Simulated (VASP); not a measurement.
Ni: relaxation of cell and atoms with PBEsol

Crystal: Ni.

```
CELL_PARAMETERS angstrom
0.00000 1.73757 1.73757
1.73757 0.00000 1.73757
1.73757 1.73757 0.00000
ATOMIC_POSITIONS crystal
Ni 0.00000 0.00000 0.00000
```

```
Program                : VASP 6.6.1
Task                   : relaxation of cell and atoms
Functional             : PBEsol
Potentials or basis    : VASP PAW PBE potentials, release 64 (Ni)
Cutoff                 : 600 eV
k mesh                 : 13 × 13 × 13
Occupations            : fermi-dirac, width 0.05 eV
Spin                   : collinear spin, ferromagnetic start
Starting moments       : [1.0] μB
Target pressure        : 10 GPa
Dipole correction      : no
Further INCAR settings : ALGO = Normal; EDIFF = 1e-07; IBRION = 2; EDIFFG = -0.02; NSW = 80; ISIF = 3
```

| Item | Value |
| --- | --- |
| Relaxed volume | 9.98 Å³/atom |
| Relaxed cell | a = 2.417 Å, b = 2.417 Å, c = 2.417 Å, α = 60.00°, β = 60.00°, γ = 60.00° |
| Space group after relaxing (to 0.1 Å) | Fm-3m (No. 225) |
| Energy change on relaxing (the run minimises the enthalpy) | +10.7 meV/atom |
| Ionic steps | 3 |
| Pressure after relaxing | 9.8 GPa |
| Net moment | 0.62 μB per cell |
| Site moments | Ni +0.62 μB |
| Valence electrons inside the program's atomic spheres | Ni 9.48 |

The path:
```tsv
step	energy change (eV)	largest force (eV/Å)	pressure (GPa)	volume (Å³)
1	0.0000	0.0000	-2.51	10.49
2	0.0983	0.0000	32.88	9.30
3	0.0107	0.0000	9.78	9.98
```

Final structure:
```yaml
crystal:
  lattice:
    - [0.00000, 1.70879, 1.70879]
    - [1.70879, 0.00000, 1.70879]
    - [1.70879, 1.70879, 0.00000]
  atoms:
    - { symbol: Ni, position: [0.00000, 0.00000, 0.00000] }
```

Levels at points of the mesh, in eV from the Fermi level:
Spin up:
| k point | band 1 | band 2 | band 3 | band 4 | band 5 | band 6 | band 7 | band 8 | band 9 | band 10 |
| --- | --- | --- | --- | --- | --- | --- | --- | --- | --- | --- |
| (0.00, 0.00, 0.00) | -9.68 | -2.66 | -2.66 | -2.66 | -1.34 | -1.34 | 24.42 | 28.95 | 28.95 | 28.95 |
Spin down:
```
           k point  band 2  band 3  band 4  band 5  band 6  band 7  band 8  band 9
(0.00, 0.00, 0.00)   -1.94   -1.94   -1.94   -0.73   -0.73   24.33   28.95   28.95
```

Wall time 41 s on 1 thread of Intel(R) Xeon(R) Platinum 8375C CPU @ 2.90GHz (Ice Lake) (shared host), peak memory 0.15 GiB.

Caveat: the cell is relaxed towards a set pressure, so the run minimises the enthalpy, not the energy; the PAW data sets were made with another functional, which shifts forces and pressure a little.
